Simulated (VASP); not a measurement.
Write the native input for VASP 6.6.1 that does the following.

| Property | Result |
| --- | --- |
| Task | electric field gradients |
| Functional | PBE |
| Potentials or basis | VASP PAW PBE potentials, release 64 (Be) |
| Cutoff | 520 eV |
| k mesh | 9 × 9 × 14 |
| Occupations | fermi-dirac, width 0.05 eV |
| Spin | no spin polarisation |
| Dipole correction | no |
| Further INCAR settings | ALGO = Normal; EDIFF = 1e-08; NBANDS = 12 |

The structure of Be lies in POSCAR:

```
Be
1.0
    3.7468140000      0.0000000000      0.0000000000
    0.0000000000      3.7468140000      0.0000000000
    0.0000000000      0.0000000000      2.3040928000
Be
4
Direct
    0.2974080000      0.2974080000      0.0000000000
    0.7025920000      0.7025920000      0.0000000000
    0.2025920000      0.7974080000      0.5000000000
    0.7974080000      0.2025920000      0.5000000000
```

This cell differs from its parent crystal: zz strain of +1 %.

The input as run:

INCAR

```
SYSTEM = Be
PREC = Accurate
ENCUT = 520
EDIFF = 1E-8
ISMEAR = -1
SIGMA = 0.05
LREAL = .FALSE.
LASPH = .TRUE.
NELM = 100
ALGO = Normal
ISIF = 2
LWAVE = .FALSE.
LCHARG = .FALSE.
GGA = PE
LEFG = .TRUE.
NBANDS = 12
```

KPOINTS

```
regular mesh
0
G
  9 9 14
  0 0 0
```

Potentials or basis: VASP PAW PBE potentials, release 64 (Be).

Launch:

```sh
$ cat potpaw_PBE.64/Be/POTCAR > POTCAR
$ mpirun -np 1 vasp_std > vasp.out
```

Results of the run:

```yaml
Pressure: -1.1 GPa
Largest_force: 0.032 eV/Å
Band_gap_on_the_k_mesh: zero (bands 4 and 5 overlap by 2.00 eV)
Largest_electric_field_gradient_by_atom: Be +1.7 V/Å²
```

Caveat: the cell differs from its parent crystal (zz strain of +1 %); without QUAD_EFG the Cq values of the log hold for a quadrupole moment of 1 mb, not for the nuclei.

It took 23 s on 1 thread of Intel(R) Xeon(R) Platinum 8375C CPU @ 2.90GHz (Ice Lake), with other jobs on the host, peak memory 0.15 GiB.
